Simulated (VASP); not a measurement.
Input of a VASP 6.6.1 run:

INCAR

```
ALGO = Normal
EDIFF = 1E-8
ENCUT = 520
GGA = PE
ISIF = 2
ISMEAR = -1
LASPH = T
LCHARG = F
LEFG = T
LREAL = F
LWAVE = F
NBANDS = 17
NELM = 60
PREC = Accurate
SIGMA = 0.01
```

File KPOINTS:

```
k-points
0
Gamma
  8 8 8
```

The input POSCAR:

```
PbS
1.0
    0.0000000000      3.0040176323      3.0040176323
    3.0040176323      0.0000000000      3.0040176323
    3.0040176323      3.0040176323      0.0000000000
Pb S
1 1
Direct
    0.0000000000      0.0000000000      0.0000000000
    0.5000000000      0.5000000000      0.5000000000
```

Potentials or basis: VASP PAW PBE potentials, release 64 (Pb_d, S).

The run is started by

```bash
$ cat potpaw_PBE.64/Pb_d/POTCAR potpaw_PBE.64/S/POTCAR > POTCAR
$ mpirun -np 1 vasp_std > vasp.out
```

Question: Estimate the pressure.

Answer: 0.0 GPa.

Question: Predict the band gap on the k mesh.

Answer: 0.50 eV, direct.

Caveat: without QUAD_EFG the Cq values of the log hold for a quadrupole moment of 1 mb, not for the nuclei; spin-orbit coupling is left out, which moves the levels of the heavy elements. A k mesh can miss the band edges.
